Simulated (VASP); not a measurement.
Input of a VASP 6.6.1 run:

Contents of POSCAR:

```
GaP
1.0
    2.7388762500      2.7388762500      0.0000000000
   -2.7388762500      2.7388762500      0.0000000000
    0.0000000000      2.7388762500      2.7148932354
Ga P
1 1
Direct
    0.0000000000      0.0000000000      0.0000000000
    0.7500000000      0.2500000000      0.5000000000
```

Contents of INCAR.step1:

```
SYSTEM = GaP
  PREC = Accurate
  ENCUT = 520
  ISMEAR = 0
  SIGMA = 0.01
  LREAL = .FALSE.
  LASPH = .TRUE.
  NELM = 100
  NBANDS = 16
  GGA = PE
  ALGO = Normal
  EDIFF = 1E-4
  LWAVE = .TRUE.
  LCHARG = .FALSE.
```

INCAR.step2

```
SYSTEM = GaP
  PREC = Accurate
  ENCUT = 520
  EDIFF = 1E-6
  ISMEAR = 0
  SIGMA = 0.01
  LREAL = .FALSE.
  LASPH = .TRUE.
  NELM = 100
  ALGO = Normal
  ISIF = 2
  LWAVE = .FALSE.
  LCHARG = .FALSE.
  METAGGA = R2SCAN
  LMIXTAU = .TRUE.
  NBANDS = 16
  ISTART = 1
```

KPOINTS

```
regular mesh
0
G
  8 8 8
  0 0 0
```

Potentials or basis: VASP PAW PBE potentials, release 64 (Ga_d, P).

Launch:

```bash
$ cat potpaw_PBE.64/Ga_d/POTCAR potpaw_PBE.64/P/POTCAR > POTCAR
$ cp INCAR.step1 INCAR
$ mpirun -np 1 vasp_std > vasp.out
$ cp INCAR.step2 INCAR
$ mpirun -np 1 vasp_std > vasp.out
```

(1) Predict the pressure.

(2) Predict the band gap on the k mesh.

## Answers

(1) -0.6 GPa.

(2) 1.82 eV, indirect (least direct gap 2.25 eV).

Caveat: the cell differs from its parent crystal (in-plane strain +0.005, then relaxed in part); the PAW data sets were made with another functional, which shifts forces and pressure a little.
